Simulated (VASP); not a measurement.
Wanted: the native input for a VASP 6.6.1 run.

```
Task                   : relaxation of shape and atoms at fixed volume
Functional             : PBE
Potentials or basis    : VASP PAW PBE potentials, release 64 (Ir, Pt)
Cutoff                 : 600 eV
k mesh                 : 12 × 12 × 4
Occupations            : gaussian, width 0.1 eV
Spin                   : no spin polarisation
Dipole correction      : no
Further INCAR settings : ALGO = Fast; EDIFF = 1e-06; IBRION = 2; EDIFFG = -0.01; NSW = 50; ISIF = 4
```

The structure of Ir4Pt lies in POSCAR:

```
Ir4Pt
1.0
    2.8450107166      0.0000000000      0.0000000000
   -1.4225053583      2.4638515546      0.0000000000
    0.0000000000      0.0000000000     11.5693581956
Ir Pt
4 1
Direct
    0.3333333333      0.6666666667      0.7942049741
    0.3333333333      0.6666666667      0.3998332953
    0.6666666667      0.3333333333      0.2057950259
    0.6666666667      0.3333333333      0.6001667047
    0.0000000000      0.0000000000      0.0000000000
```

This cell differs from its parent crystal: volume scaled by 1.10.

These files were run (other wordings do the same):

INCAR

```
ALGO     = Fast           # electronic algorithm
EDIFF    = 1E-6           # SCF threshold, eV
EDIFFG   = -0.01          # ionic threshold
ENCUT    = 600            # plane-wave cutoff, eV
GGA      = PE             # functional
IBRION   = 2              # ionic algorithm
ISIF     = 4              # what is computed and relaxed
ISMEAR   = 0              # smearing method
LASPH    = T              # aspherical terms in the spheres
LCHARG   = F              # write CHGCAR
LREAL    = F              # projectors in reciprocal space
LWAVE    = F              # write WAVECAR
NELM     = 80             # most SCF steps
NSW      = 50             # ionic steps
PREC     = Accurate       # precision mode
SIGMA    = 0.1            # smearing width, eV
```

KPOINTS

```
k-points
0
Gamma
  12 12 4
```

Potentials or basis: VASP PAW PBE potentials, release 64 (Ir, Pt).

Launch:

```console
$ cat potpaw_PBE.64/Ir/POTCAR potpaw_PBE.64/Pt/POTCAR > POTCAR
$ mpirun -np 1 vasp_std > vasp.out
```

It gave:

```
Energy gained by relaxing    : 0.5 meV/atom
Ionic steps                  : 9
Pressure after relaxing      : -23.6 GPa
Largest force after relaxing : 0.006 eV/Å
```

Run time: 21 min on 1 thread of Intel(R) Xeon(R) Platinum 8259CL CPU @ 2.50GHz (Skylake/Cascade Lake) (shared host), peak memory 0.35 GiB.
